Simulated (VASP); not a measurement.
Here is a VASP 6.6.1 calculation.

The input INCAR:

```
PREC = Accurate
ENCUT = 520
EDIFF = 1E-6
ISMEAR = -1
SIGMA = 0.08
LREAL = F
LASPH = T
NELM = 100
ALGO = Normal
ISIF = 2
LWAVE = F
LCHARG = F
GGA = PE
NBANDS = 19
```

File KPOINTS:

```
Automatic mesh
0
Gamma
  11 11 11
```

The input POSCAR:

```
Zr
1.0
    0.0000000000      3.0551315048      3.0551315048
    3.0551315048      0.0000000000      3.0551315048
    3.0551315048      3.0551315048      0.0000000000
Zr
2
Direct
   -0.1250000000     -0.1250000000     -0.1250000000
    0.1250000000      0.1250000000      0.1250000000
```

Potentials or basis: VASP PAW PBE potentials, release 64 (Zr_sv).

Command:

```sh
$ cat potpaw_PBE.64/Zr_sv/POTCAR > POTCAR
$ mpirun -np 1 vasp_std > vasp.out
```

**Question.** What does it give for the pressure?

**Answer.** 3.5 GPa.

**Question.** What does it give for the band gap on the k mesh?

**Answer.** Zero (band 12 reaches 6.40 eV, above the bottom of band 13 at 6.15 eV).
